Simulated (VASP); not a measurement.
# Sn8HO16 (a cell with a defect) in VASP: notebook

Runs on Sn8HO16 (a cell with a defect). Level: PBE. Tasks: single point.

Everything below comes from runs of VASP 6.6.1. Logs are shortened: lines on timing, memory, paths and dates and some standing lists are left out, and cuts for length are marked.

## Step 1: The cell of the first run

The cell holds a defect, 25 atoms: a = 6.827 Å, b = 6.827 Å, c = 8.077 Å, α = 115.00°, β = 115.00°, γ = 90.00°.

## Step 2: Single point, PBE

Contents of INCAR:

```
PREC = Accurate
ENCUT = 520
EDIFF = 1E-6
ISMEAR = 0
SIGMA = 0.02
LREAL = Auto
LASPH = T
NELM = 100
ALGO = Normal
ISIF = 2
LWAVE = F
LCHARG = T
GGA = PE
LELF = T
LVHAR = T
NELECT = 208.0
NBANDS = 122
```

Contents of KPOINTS:

```
regular mesh
0
Gamma
  3 3 3
```

Contents of POSCAR:

```
Sn8HO16
1.0
   -4.8274195332     -4.8274195332      0.0000000000
    4.8274195332     -4.8274195332      0.0000000000
    0.0000000000      4.8274195332      6.4761384946
Sn O H
8 16 1
Direct
    0.5045877403      0.5006661835      0.0037838907
    0.7458759765      0.7442902432      0.4987220398
    0.9896663890      0.9933855603     -0.0073764636
    0.2716296833      0.2743951359      0.5145347035
    0.1231881750      0.6067879500      0.2484389426
    0.3682617574      0.8792256342      0.7477174869
    0.6168579074      0.1226039931      0.2447646852
    0.8831786449      0.3674917479      0.7490757037
    0.1963279882      0.5055859655      0.0037349417
    0.4381756827      0.7473524571      0.4969557094
    0.6879866441      0.0001017447     -0.0033124678
    0.9470743238      0.2236480758      0.4893513322
    0.1324344988      0.3056626581      0.2483456772
    0.3803044365      0.5786035471      0.7587374798
    0.6289717983      0.8175033717      0.2508144323
    0.8748917238      0.0621521280      0.7474549848
    0.8090029003      0.4913089461     -0.0013494152
    0.0528271102      0.7380967408      0.4973835879
    0.2983941529     -0.0082241117      0.0000833830
    0.5626331421      0.2442763079      0.5001310585
    0.0896613662      0.9341883380      0.2674706542
    0.3736382418      0.1854176006      0.7500641013
    0.6235080852      0.4278787239      0.2499223884
    0.8730488202      0.6731730908      0.7481603434
    0.9829525549      0.9803654584      0.3296106162
```

Potentials or basis: VASP PAW PBE potentials, release 64 (Sn_d, O, H).

Run with:

```bash
> cat potpaw_PBE.64/Sn_d/POTCAR potpaw_PBE.64/O/POTCAR potpaw_PBE.64/H/POTCAR > POTCAR
> mpirun -np 1 vasp_std > vasp.out
```

OUTCAR:

```text
PREC = Accurate
   ENCUT = 520
   EDIFF = 1E-6
   ISMEAR = 0
   LREAL = Auto
   LASPH = T
   NELM = 100
   ISIF = 2
   GGA = PE
   NELECT = 208.0

 ion  position               nearest neighbor table
   1  0.505  0.501  0.004-  15 2.07  23 2.08  22 2.09  14 2.10  17 2.10   9 2.10   4 3.17   2 3.21
                             5 3.74   7 3.74   8 3.75   6 3.75
   2  0.746  0.744  0.499-  23 2.08  16 2.08  10 2.09  15 2.10  24 2.10  18 2.10   3 3.20   1 3.21
                             7 3.76
   3  0.990  0.993  0.993-  16 2.06  11 2.07  24 2.08  13 2.08  19 2.08  21 2.24   2 3.20   4 3.39
                             5 3.71   8 3.74   6 3.76
   4  0.272  0.274  0.515-  14 2.01  20 2.04  13 2.06  22 2.08  12 2.15  21 2.22  25 2.26   1 3.17
                             3 3.39   5 3.62   6 3.66   8 3.70   7 3.72
   5  0.123  0.607  0.248-  13 2.06  17 2.07  10 2.07   9 2.08  18 2.09  21 2.19   8 3.24   6 3.24
                             4 3.62   3 3.71   1 3.74
   6  0.368  0.879  0.748-  18 2.08  22 2.08  14 2.09  11 2.09  10 2.10  19 2.11   7 3.22   5 3.24
                             4 3.66   1 3.75   3 3.76
   7  0.617  0.123  0.245-  23 2.07  20 2.07  19 2.08  11 2.09  15 2.10  12 2.13   6 3.22   8 3.27
                             4 3.72   1 3.74   2 3.76
   8  0.883  0.367  0.749-  16 2.08   9 2.08  24 2.09  20 2.10  17 2.11  12 2.14   5 3.24   7 3.27
                             4 3.70   3 3.74   1 3.75
   9  0.196  0.506  0.004-   5 2.08   8 2.08   1 2.10
  10  0.438  0.747  0.497-   5 2.07   2 2.09   6 2.10
  11  0.688  0.000  0.997-   3 2.07   7 2.09   6 2.09
  12  0.947  0.224  0.489-   7 2.13   8 2.14   4 2.15
  13  0.132  0.306  0.248-   5 2.06   4 2.06   3 2.08
  14  0.380  0.579  0.759-   4 2.01   6 2.09   1 2.10
  15  0.629  0.818  0.251-   1 2.07   2 2.10   7 2.10
  16  0.875  0.062  0.747-   3 2.06   8 2.08   2 2.08
  17  0.809  0.491  0.999-   5 2.07   1 2.10   8 2.11
  18  0.053  0.738  0.497-   6 2.08   5 2.09   2 2.10
  19  0.298  0.992  0.000-   7 2.08   3 2.08   6 2.11
  20  0.563  0.244  0.500-   4 2.04   7 2.07   8 2.10
  21  0.090  0.934  0.267-  25 1.03   5 2.19   4 2.22   3 2.24
  22  0.374  0.185  0.750-   4 2.08   6 2.08   1 2.09
  23  0.624  0.428  0.250-   7 2.07   2 2.08   1 2.08
  24  0.873  0.673  0.748-   3 2.08   8 2.09   2 2.10
  25  0.983  0.980  0.330-  21 1.03   4 2.26

  LATTYP: Found a body centered tetragonal cell.
 ALAT       =     6.8270021751
 C/A-ratio  =     1.8972129577

  Lattice vectors:

 A1 = (  -4.8274195332,   0.0000000000,  -6.4761384946)
 A2 = (   4.8274195332,   0.0000000000,  -6.4761384946)
 A3 = (   0.0000000000,  -4.8274195332,   6.4761384946)

Analysis of symmetry for initial positions (statically):
=====================================================================
 Subroutine PRICEL returns:
 Original cell was already a primitive cell.

 Routine SETGRP: Setting up the symmetry group for a
 body centered tetragonal supercell.

 Subroutine GETGRP returns: Found  1 space group operations
 (whereof  1 operations were pure point group operations)
 out of a pool of 16 trial point group operations.

The static configuration has the point symmetry C_1 .

Analysis of symmetry for dynamics (positions and initial velocities):
=====================================================================
 Subroutine PRICEL returns:
 Original cell was already a primitive cell.

 Routine SETGRP: Setting up the symmetry group for a
 body centered tetragonal supercell.

 Subroutine GETGRP returns: Found  1 space group operations
 (whereof  1 operations were pure point group operations)
 out of a pool of 16 trial point group operations.

The dynamic configuration has the point symmetry C_1 .

 Subroutine INISYM returns: Found  1 space group operations
 (whereof  1 operations are pure point group operations),
 and found     1 'primitive' translations

----------------------------------------------------------------------------------------

                                     Primitive cell

  volume of cell :     301.8396

  direct lattice vectors                    reciprocal lattice vectors
    -4.827419533 -4.827419533  0.000000000    -0.103575005 -0.103575005  0.077206502
     4.827419533 -4.827419533  0.000000000     0.103575005 -0.103575005  0.077206502
     0.000000000  4.827419533  6.476138495     0.000000000  0.000000000  0.154413004

  length of vectors
     6.827002175  6.827002175  8.077397424     0.165579006  0.165579006  0.154413004

  position of ions in fractional coordinates (direct lattice)
     0.504587740  0.500666184  0.003783891
     0.745875977  0.744290243  0.498722040
     0.989666389  0.993385560  0.992623536
     0.271629683  0.274395136  0.514534703
     0.123188175  0.606787950  0.248438943
     0.368261757  0.879225634  0.747717487
[... 17 lines left out ...]
     0.873048820  0.673173091  0.748160343
     0.982952555  0.980365458  0.329610616

  ion indices of the primitive-cell ions
   primitive index   ion index
                 1           1
                 2           2
                 3           3
                 4           4
                 5           5
                 6           6
[... 17 lines left out ...]
                24          24
                25          25

----------------------------------------------------------------------------------------

 KPOINTS: regular mesh

Automatic generation of k-mesh.
 Grid dimensions read from file:
 generate k-points for:    3    3    3

 Generating k-lattice:

  Cartesian coordinates                     Fractional coordinates (reciprocal lattice)
    -0.034525002 -0.034525002  0.025735501     0.333333333  0.000000000  0.000000000
     0.034525002 -0.034525002  0.025735501     0.000000000  0.333333333  0.000000000
     0.000000000  0.000000000  0.051471001     0.000000000  0.000000000  0.333333333

  Length of vectors
     0.055193002  0.055193002  0.051471001

  Shift w.r.t. Gamma in fractional coordinates (k-lattice)
     0.000000000  0.000000000  0.000000000

 Subroutine IBZKPT returns following result:
 ===========================================

 Found     14 irreducible k-points:

 Following reciprocal coordinates:
            Coordinates               Weight
  0.000000  0.000000  0.000000      1.000000
  0.333333  0.000000  0.000000      2.000000
  0.000000 -0.333333  0.333333      2.000000
 -0.333333  0.000000  0.333333      2.000000
  0.000000  0.333333  0.000000      2.000000
  0.333333  0.333333  0.000000      2.000000
  0.333333 -0.333333  0.333333      2.000000
 -0.333333 -0.333333 -0.333333      2.000000
 -0.333333  0.333333  0.333333      2.000000
 -0.333333  0.333333  0.000000      2.000000
  0.333333  0.333333 -0.333333      2.000000
  0.000000  0.000000  0.333333      2.000000
  0.333333  0.000000  0.333333      2.000000
  0.000000 -0.333333 -0.333333      2.000000
   k-points           NKPTS =     14   k-points in BZ     NKDIM =     14   number of bands    NBANDS=    122
   number of dos      NEDOS =    301   number of ions     NIONS =     25
   total plane-waves  NPLWV = 174960
   dimension x,y,z NGX =    54 NGY =   54 NGZ =   60
   dimension x,y,z NGXF=   108 NGYF=  108 NGZF=  120
   ions per type =               8  16   1
   NGX,Y,Z   is equivalent  to a cutoff of  13.15, 13.15, 12.35 a.u.
   NGXF,Y,Z  is equivalent  to a cutoff of  26.30, 26.30, 24.70 a.u.
 SYSTEM =  unknown system
   PREC   = accura    normal or accurate (medium, high low for compatibility)
   ISTART =      0    job   : 0-new  1-cont  2-samecut
   ICHARG =      2    charge: 1-file 2-atom 10-const
   ISPIN  =      1    spin polarized calculation?
   LNONCOLLINEAR =      F non collinear calculations
   LSORBIT =      F    spin-orbit coupling
   LASPH  =      T    aspherical Exc in radial PAW
   ENCUT  =  520.0 eV  38.22 Ry    6.18 a.u.  12.69 12.69 15.02*2*pi/ulx,y,z
   NELM   =    100;   NELMIN=  2; NELMDL= -5     # of ELM steps
   EDIFF  = 0.1E-05   stopping-criterion for ELM
   LREAL  =      T    real-space projection
   EDIFFG = 0.1E-04   stopping-criterion for IOM
   NSW    =      0    number of steps for IOM
   IBRION =     -1    ionic relax: 0-MD 1-quasi-New 2-CG
   NFREE  =      0    steps in history (QN), initial steepest desc. (CG)
   ISIF   =      2    stress and relaxation
   ISYM   =      2    0-nonsym 1-usesym 2-fastsym
   POTIM  = 0.5000    time-step for ionic-motion
   TEBEG  =    0.0;   TEEND  =   0.0 temperature during run
   PSTRESS=    0.0 pullay stress
   NELECT =     208.0000    total number of electrons
   NUPDOWN=      -1.0000    fix difference up-down
   EMIN   =  10.00;   EMAX   =-10.00  energy-range for DOS
   EFERMI =   0.00;   METHOD = LEGACY
   ISMEAR =     0;   SIGMA  =   0.02  broadening in eV -4-tet -1-fermi 0-gaus
   EFERMI_NEDOS =   21; number of points for ismear=-14 and -15
   IALGO  =     38    algorithm
   IMIX   =      4    mixing-type and parameters
     AMIX     =   0.40;   BMIX     =  1.00
     AMIX_MAG =   1.60;   BMIX_MAG =  1.00
  volume/ion in A,a.u.               =      12.07        81.48
  Fermi-wavevector in a.u.,A,eV,Ry     =   1.446007  2.732558 28.448934  2.090938
  Thomas-Fermi vector in A             =   2.564125
   LORBIT       =      0    0 simple, 1 ext, 2 COOP (PROOUT), +10 PAW based schemes
   GGA     = PE    functional components
   LHFCALC =     F    Hartree Fock is set to
   AEXX    =    0.0000 exact exchange contribution
   IVDW    =     0    specifies the selected vdW correction
   LEPSILON=     F    determine dielectric tensor
   LRPA    =     F    only Hartree local field effects (RPA)
 non-spin polarized calculation
 Gauss-broadening in eV      SIGMA  =   0.02
  energy-cutoff  :      520.00
  volume of cell :      301.84
 maximum number of plane-waves:      8153
 NGX is ok and might be reduce to    54
   NGX = 25   NGY = 25   NGZ = 31

 number of electron     208.0000003 magnetization

 Free energy of the ion-electron system (eV)
  ---------------------------------------------------
  ext. energy  EPLUGINS =         0.00000000
  ---------------------------------------------------
  free energy    TOTEN  =      -159.63559406 eV

  energy without entropy =     -159.63559406  energy(sigma->0) =     -159.63559406

 E-fermi :   5.6621     XC(G=0): -10.9712

 val. band max:        5.5357866780   @ k =   0.0000   0.0000   0.0000
 cond. band min:       6.2289074364   @ k =   0.0000   0.0000   0.0000
 fundamental gap:      0.6931207584
 Fermi energy:         5.6621136212

 k-point     1 :       0.0000    0.0000    0.0000
  band No.  band energies     occupation
      1     -15.4556      2.00000
      2     -15.3270      2.00000
      3     -15.1411      2.00000
      4     -15.0790      2.00000
      5     -15.0652      2.00000
      6     -14.9917      2.00000
[... 108 lines left out ...]
    115      13.5151      0.00000
    116      13.8074      0.00000

 k-point     2 :       0.3333    0.0000    0.0000
  band No.  band energies     occupation
      1     -15.4027      2.00000
      2     -15.3123      2.00000
      3     -15.2731      2.00000
      4     -15.1746      2.00000
      5     -15.1115      2.00000
      6     -15.0688      2.00000
[... 1420 lines left out ...]
 k-point    14 :       0.0000   -0.3333   -0.3333
  band No.  band energies     occupation
      1     -15.4677      2.00000
      2     -15.2815      2.00000
      3     -15.2022      2.00000
      4     -15.1810      2.00000
      5     -15.1295      2.00000
      6     -15.0495      2.00000
[... 108 lines left out ...]
    115      13.2294      0.00000
    116      13.4993      0.00000
 [bands above 116 left out]

------------------------ aborting loop because EDIFF is reached ----------------------------------------

  FORCE on cell =-STRESS in cart. coord.  units (eV):
  Direction    XX          YY          ZZ          XY          YZ          ZX
  --------------------------------------------------------------------------------------
  -------------------------------------------------------------------------------------
  Total       -8.8069041     -8.8441789     -7.7595893     -2.7539017     -1.5146585     -1.1305615
  in kB      -46.7474193    -46.9452756    -41.1882278    -14.6178267     -8.0398713     -6.0010684
  external PRESSURE =     -44.9603076 kB  Pullay stress =       0.0000000 kB

 VOLUME and BASIS-vectors are now :
 -----------------------------------------------------------------------------
  energy-cutoff  :      520.00
  volume of cell :      301.84
      direct lattice vectors                 reciprocal lattice vectors
    -4.827419533 -4.827419533  0.000000000    -0.103575005 -0.103575005  0.077206502
     4.827419533 -4.827419533  0.000000000     0.103575005 -0.103575005  0.077206502
     0.000000000  4.827419533  6.476138495     0.000000000  0.000000000  0.154413004

 POSITION                                       TOTAL-FORCE (eV/Angst)
 -----------------------------------------------------------------------------------
     -0.01893     -4.83452      0.02451         0.000347     -0.012630      0.011733
     -0.00765     -4.78612      3.22979         0.008484     -0.005323      0.012594
      0.01795     -4.78121      6.42837         0.039511     -0.060823     -0.057654
      0.01335     -0.15202      3.33220         0.119209      0.106901      0.043688
      2.33454     -2.32458      1.60892        -0.101377      0.050623     -0.009953
      2.46664     -2.41260      4.84232         0.004510     -0.003572      0.051307
[... 17 lines left out ...]
     -0.96488     -3.85258      4.84519         0.055914     -0.003876      0.030981
     -0.01249     -7.88659      2.13460        -0.543928      0.123046     -0.597524
 -----------------------------------------------------------------------------------
    total drift:                                0.005805     -0.000533      0.006693

  FREE ENERGIE OF THE ION-ELECTRON SYSTEM (eV)
  ---------------------------------------------------
  free  energy   TOTEN  =      -159.6355940589 eV

  energy  without entropy=     -159.6355940589  energy(sigma->0) =     -159.63559406
```

Wall time 25 min (1 thread of Intel Xeon Platinum 8375C at 2.90GHz (Ice Lake), shared host); peak memory 0.6 GiB.

What came out:

```
Free energy   : -159.6356 eV
Largest force : 0.817 eV/Å
```

Forces in eV/Å, atoms in the order of the input:
```
Sn   0.000 -0.013  0.012
Sn   0.008 -0.005  0.013
Sn   0.040 -0.061 -0.058
Sn   0.119  0.107  0.044
Sn  -0.101  0.051 -0.010
Sn   0.005 -0.004  0.051
Sn   0.000 -0.025  0.095
Sn   0.030 -0.057 -0.059
O    0.009 -0.035  0.046
O   -0.003 -0.012  0.000
O   -0.011 -0.014  0.057
O    0.300 -0.128  0.236
O   -0.043  0.074  0.006
O    0.027 -0.045  0.068
O   -0.017 -0.097  0.030
O    0.050 -0.052 -0.043
O    0.001 -0.002  0.004
O    0.005 -0.004 -0.016
O    0.006  0.018  0.045
O    0.084  0.100  0.008
O   -0.042  0.040 -0.015
O   -0.007  0.039  0.042
O    0.029  0.003  0.011
O    0.056 -0.004  0.031
H   -0.544  0.123 -0.598
```

Caveat: the cell carries a net charge on a neutralising background, which shifts energy and pressure; the cell is charged against a uniform background, so pressure and absolute levels hang on convention; spin-orbit coupling is left out, which moves the levels of the heavy elements.

(Continued in part 2 of 2.)
